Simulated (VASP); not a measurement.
Write the native input for VASP 6.6.1 that does the following.

| Property | Result |
| --- | --- |
| Task | single point |
| Functional | RPBE |
| Dispersion | D4 |
| Potentials or basis | VASP PAW PBE potentials, release 64 (Ti_sv, C) |
| Cutoff | 520 eV |
| k mesh | 11 × 11 × 11 |
| Occupations | fermi-dirac, width 0.05 eV |
| Spin | no spin polarisation |
| Dipole correction | no |
| Further INCAR settings | ALGO = Normal; EDIFF = 1e-06; NBANDS = 15 |

The structure of TiC lies in POSCAR:

```
TiC
1.0
    0.0000000000      2.2081947028      2.2081947028
    2.2081947028      0.0000000000      2.2081947028
    2.2081947028      2.2081947028      0.0000000000
Ti C
1 1
Direct
    0.0000000000      0.0000000000      0.0000000000
    0.5000000000      0.5000000000      0.5000000000
```

The input as run:

INCAR

```
PREC = Accurate
ENCUT = 520
EDIFF = 1E-6
ISMEAR = -1
SIGMA = 0.05
LREAL = False
LASPH = True
NELM = 60
ALGO = Normal
ISIF = 2
LWAVE = False
LCHARG = False
GGA = RP
IVDW = 13
NBANDS = 15
```

KPOINTS

```
Automatic mesh
0
Gamma
  11 11 11
```

Potentials or basis: VASP PAW PBE potentials, release 64 (Ti_sv, C).

Run with:

```sh
$ cat potpaw_PBE.64/Ti_sv/POTCAR potpaw_PBE.64/C/POTCAR > POTCAR
$ mpirun -np 1 vasp_std > vasp.out
```

It gave:

The pressure is -17.6 GPa and the band gap on the k mesh is zero (band 8 reaches 9.55 eV, above the bottom of band 9 at 8.46 eV). The dispersion energy per atom is -0.529 eV.

Caveat: the PAW data sets were made with another functional, which shifts forces and pressure a little; pairwise dispersion overbinds metals, which lowers pressure and volume.

It took 7.9 s on 1 thread of Intel(R) Xeon(R) 6975P-C (Granite Rapids) (shared host), peak memory 0.15 GiB.
